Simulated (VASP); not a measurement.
**Al2O3: single point with PBE**

The system is Al2O3.

```
CELL_PARAMETERS angstrom
2.28414 1.31875 4.59321
-2.28414 1.31875 4.59321
0.00000 -2.63749 4.59321
ATOMIC_POSITIONS crystal
Al 0.85215 0.85215 0.85215
Al 0.64785 0.64785 0.64785
Al 0.14785 0.14785 0.14785
Al 0.35215 0.35215 0.35215
O 0.05618 0.44382 0.75000
O 0.75000 0.05618 0.44382
O 0.44382 0.75000 0.05618
O 0.94382 0.55618 0.25000
O 0.25000 0.94382 0.55618
O 0.55618 0.25000 0.94382
```

This cell differs from its parent crystal: strain -0.050 along x and y, +0.050 along z.

* Program: VASP 6.6.1
* Task: single point
* Functional: PBE
* Potentials or basis: VASP PAW PBE potentials, release 64 (Al, O)
* Cutoff: 520 eV
* k mesh: 6 × 6 × 6
* Occupations: gaussian, width 0.05 eV
* Spin: no spin polarisation

```json
{
  "Pressure": "15.8 GPa",
  "Largest force": "0.612 eV/Å",
  "Band gap on the k mesh": "6.01 eV"
}
```

Forces in eV/Å, atoms in the order of the input:
```
Al   0.000  0.000 -0.612
Al   0.000  0.000  0.612
Al   0.000  0.000  0.612
Al   0.000  0.000 -0.612
O    0.270  0.000  0.000
O   -0.135  0.234  0.000
O   -0.135 -0.234  0.000
O   -0.270  0.000  0.000
O    0.135 -0.234  0.000
O    0.135  0.234  0.000
```

Stress tensor (GPa, compression positive):
```
 31.02   0.00   0.00
  0.00  31.02   0.00
  0.00   0.00 -14.58
```

Levels at points of the mesh, in eV from the valence-band top:
```
           k point  band 21  band 22  band 23  band 24  band 25  band 26  band 27  band 28
(0.00, 0.00, 0.00)    -0.52    -0.52     0.00     0.00     6.01     9.91    10.20    10.20
(0.50, 0.00, 0.00)    -1.19    -1.19    -0.68    -0.68     8.77     8.77     9.37     9.37
(0.50, 0.50, 0.00)    -1.34    -1.22    -1.00    -0.64     9.01     9.66    10.18    10.30
(0.50, 0.50, 0.50)    -0.29    -0.29    -0.29    -0.29     8.94     8.94    10.73    10.73
```

It took 87 s on 1 thread of Intel(R) Xeon(R) Platinum 8488C (Sapphire Rapids), on a shared host, peak memory 0.26 GiB.

Caveat: the cell differs from its parent crystal (strain -0.050 along x and y, +0.050 along z); the cell stands under pressure.
